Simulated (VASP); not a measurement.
# Cd in VASP: relaxation of cell and atoms with PBE

Aim: the relaxation of cell and atoms of Cd with PBE.

Program: VASP 6.6.1. These are calculated values, not measurements. Logs are shortened: lines on timing, memory, paths and dates and some standing lists are left out, and cuts for length are marked.

**1. The cell of the first run**

The typed cell holds 1 atom: a = 3.186 Å, b = 3.186 Å, c = 3.186 Å, α = 119.99°, β = 119.99°, γ = 90.01°.

This isn't the form of Cd at room conditions, which is hcp.

**2. Relaxation of cell and atoms, PBE**

Contents of INCAR:

```
SYSTEM = Cd
  ALGO = Fast
  EDIFF = 1E-6
  EDIFFG = -0.01
  ENCUT = 600
  GGA = PE
  IBRION = 2
  ISIF = 3
  ISMEAR = 0
  LASPH = .True.
  LCHARG = .False.
  LREAL = .False.
  LWAVE = .False.
  NELM = 80
  NSW = 80
  PREC = Accurate
  SIGMA = 0.1
```

Contents of KPOINTS:

```
k-points
0
Gamma
  18 18 18
  0 0 0
```

Contents of POSCAR:

```
Cd
1.0
   -1.5933751349      1.5932322901      2.2527004682
    1.5933751349     -1.5932322901      2.2527004682
    1.5933751349      1.5932322901     -2.2527004682
Cd
1
Direct
    0.5000000000      0.5000000000      0.0000000000
```

Potentials or basis: VASP PAW PBE potentials, release 64 (Cd).

Command:

```sh
cat potpaw_PBE.64/Cd/POTCAR > POTCAR
mpirun -np 1 vasp_std > vasp.out
```

OUTCAR:

```text
SYSTEM = Cd
   EDIFF = 1E-6
   EDIFFG = -0.01
   ENCUT = 600
   GGA = PE
   IBRION = 2
   ISIF = 3
   ISMEAR = 0
   LASPH = .True.
   LREAL = .False.
   NELM = 80
   NSW = 80
   PREC = Accurate

 ion  position               nearest neighbor table
   1  0.500  0.500  0.000-

  LATTYP: Found a body centered orthorhombic cell.
 ALAT       =     3.1864645802
 B/A-ratio  =     1.0000896572
 C/A-ratio  =     1.4139184111

  Lattice vectors:

 A1 = (   1.5933751349,  -1.5932322901,  -2.2527004682)
 A2 = (  -1.5933751349,   1.5932322901,  -2.2527004682)
 A3 = (   1.5933751349,   1.5932322901,   2.2527004682)

Analysis of symmetry for initial positions (statically):
=====================================================================
 Subroutine PRICEL returns:
 Original cell was already a primitive cell.

 Routine SETGRP: Setting up the symmetry group for a
 body centered orthorhombic supercell.

 Subroutine GETGRP returns: Found  8 space group operations
 (whereof  8 operations were pure point group operations)
 out of a pool of  8 trial point group operations.

The static configuration has the point symmetry D_2h.

Analysis of symmetry for dynamics (positions and initial velocities):
=====================================================================
 Subroutine PRICEL returns:
 Original cell was already a primitive cell.

 Routine SETGRP: Setting up the symmetry group for a
 body centered orthorhombic supercell.

 Subroutine GETGRP returns: Found  8 space group operations
 (whereof  8 operations were pure point group operations)
 out of a pool of  8 trial point group operations.

The dynamic configuration has the point symmetry D_2h.

 Subroutine INISYM returns: Found  8 space group operations
 (whereof  8 operations are pure point group operations),
 and found     1 'primitive' translations

----------------------------------------------------------------------------------------

                                     Primitive cell

  volume of cell :      22.8750

  direct lattice vectors                    reciprocal lattice vectors
    -1.593375135  1.593232290  2.252700468     0.000000000  0.313827433  0.221955829
     1.593375135 -1.593232290  2.252700468     0.313799299  0.000000000  0.221955829
     1.593375135  1.593232290 -2.252700468     0.313799299  0.313827433  0.000000000

[... 140 lines left out ...]
  Total        0.0148463      0.0149385      0.0164961      0.0000000      0.0000000      0.0000000
  in kB        1.0398458      1.0463019      1.1553979      0.0000000      0.0000000      0.0000000
  external PRESSURE =       1.0805152 kB  Pullay stress =       0.0000000 kB

 VOLUME and BASIS-vectors are now :
 -----------------------------------------------------------------------------
  energy-cutoff  :      600.00
  volume of cell :       22.87
      direct lattice vectors                 reciprocal lattice vectors
    -1.593375135  1.593232290  2.252700468     0.000000000  0.313827433  0.221955829
     1.593375135 -1.593232290  2.252700468     0.313799299  0.000000000  0.221955829
     1.593375135  1.593232290 -2.252700468     0.313799299  0.313827433  0.000000000

 POSITION                                       TOTAL-FORCE (eV/Angst)
 -----------------------------------------------------------------------------------
      0.00000      0.00000      2.25270         0.000000     -0.000000     -0.000000
 -----------------------------------------------------------------------------------
    total drift:                                0.000000     -0.000000      0.000000

  FREE ENERGIE OF THE ION-ELECTRON SYSTEM (eV)
  ---------------------------------------------------
  free  energy   TOTEN  =        -0.7403944123 eV

  energy  without entropy=       -0.7388286544  energy(sigma->0) =       -0.73961153

--------------------------------------- Ionic step        2  -------------------------------------------

 number of electron      12.0000000 magnetization

 Free energy of the ion-electron system (eV)
  ---------------------------------------------------
  ext. energy  EPLUGINS =         0.00000000
  ---------------------------------------------------
  free energy    TOTEN  =        -0.74039938 eV

  energy without entropy =       -0.73883246  energy(sigma->0) =       -0.73961592

 E-fermi :   2.4327     XC(G=0): -10.7292

 val. band max:        2.4225348959   @ k =   0.5000   0.5000   0.3889
 cond. band min:       2.4729946535   @ k =  -0.1111  -0.4444   0.0556
 fundamental gap:      0.0504597576
 Fermi energy:         2.4327264308

 k-point     1 :       0.0000    0.0000    0.0000
  band No.  band energies     occupation
      1      -6.5215      2.00000
      2      -6.5213      2.00000
      3      -6.5209      2.00000
      4      -6.1145      2.00000
      5      -6.1140      2.00000
      6      -5.9393      2.00000
      7      16.2102      0.00000
      8      16.9544      0.00000
      9      16.9555      0.00000
     10      16.9572      0.00000
[... 287 lines left out ...]
 k-point    24 :      -0.2778    0.0556    0.0000
  band No.  band energies     occupation
      1      -6.7259      2.00000
      2      -6.4368      2.00000
      3      -6.4115      2.00000
      4      -6.1136      2.00000
      5      -5.9824      2.00000
      6      -4.0595      2.00000
      7       8.2550      0.00000
      8      14.3885      0.00000
      9      15.2690      0.00000
     10      16.6530      0.00000

 [... further k-points ...]
[... 5 lines left out ...]
  --------------------------------------------------------------------------------------
  -------------------------------------------------------------------------------------
  Total       -0.0040497     -0.0039210     -0.0028127      0.0000000      0.0000000      0.0000000
  in kB       -0.2830094     -0.2740190     -0.1965671      0.0000000      0.0000000      0.0000000
  external PRESSURE =      -0.2511985 kB  Pullay stress =       0.0000000 kB

 VOLUME and BASIS-vectors are now :
 -----------------------------------------------------------------------------
  energy-cutoff  :      600.00
  volume of cell :       22.93
      direct lattice vectors                 reciprocal lattice vectors
    -1.594516352  1.594380489  2.254493204     0.000000000  0.313601429  0.221779333
     1.594516352 -1.594380489  2.254493204     0.313574708  0.000000000  0.221779333
     1.594516352  1.594380489 -2.254493204     0.313574708  0.313601429  0.000000000

 POSITION                                       TOTAL-FORCE (eV/Angst)
 -----------------------------------------------------------------------------------
      1.59452      1.59438      0.00000         0.000000     -0.000000     -0.000000
 -----------------------------------------------------------------------------------
    total drift:                                0.000000      0.000000     -0.000000

  FREE ENERGIE OF THE ION-ELECTRON SYSTEM (eV)
  ---------------------------------------------------
  free  energy   TOTEN  =        -0.7403993763 eV

  energy  without entropy=       -0.7388324622  energy(sigma->0) =       -0.73961592

 reached required accuracy - stopping structural energy minimisation
```

CONTCAR:

```text
Cd
   1.00000000000000
    -1.5945163517012904    1.5943804894862572    2.2544932036652656
     1.5945163517012904   -1.5943804894862572    2.2544932036652656
     1.5945163517012904    1.5943804894862572   -2.2544932036652656
  Cd
     1
Direct
     0.5000000000000000    0.5000000000000000    1.0000000000000000

  0.00000000E+00  0.00000000E+00  0.00000000E+00
```

Wall time 5.2 min (1 thread of Intel Xeon Platinum 8375C at 2.90GHz (Ice Lake), shared host); peak memory 0.37 GiB.

Results:

* Free energy: -0.7404 eV
* Relaxed volume: 22.93 Å³/atom
* Relaxed cell: a = 3.189 Å, b = 3.189 Å, c = 3.189 Å, α = 119.99°, β = 120.00°, γ = 90.01°
* Space group after relaxing (to 0.1 Å): Fm-3m (No. 225)
* Energy gained by relaxing: 0.0 meV/atom
* Ionic steps: 2
* Pressure after relaxing: 0.0 GPa
* Band gap on the k mesh: zero (bands 6 and 7 overlap by 2.93 eV)

Final structure:
```
CELL_PARAMETERS angstrom
-1.59452 1.59438 2.25449
1.59452 -1.59438 2.25449
1.59452 1.59438 -2.25449
ATOMIC_POSITIONS crystal
Cd 0.50000 0.50000 0.00000
```

The gap in the log of VASP goes by the Fermi energy; the results here count the filled bands.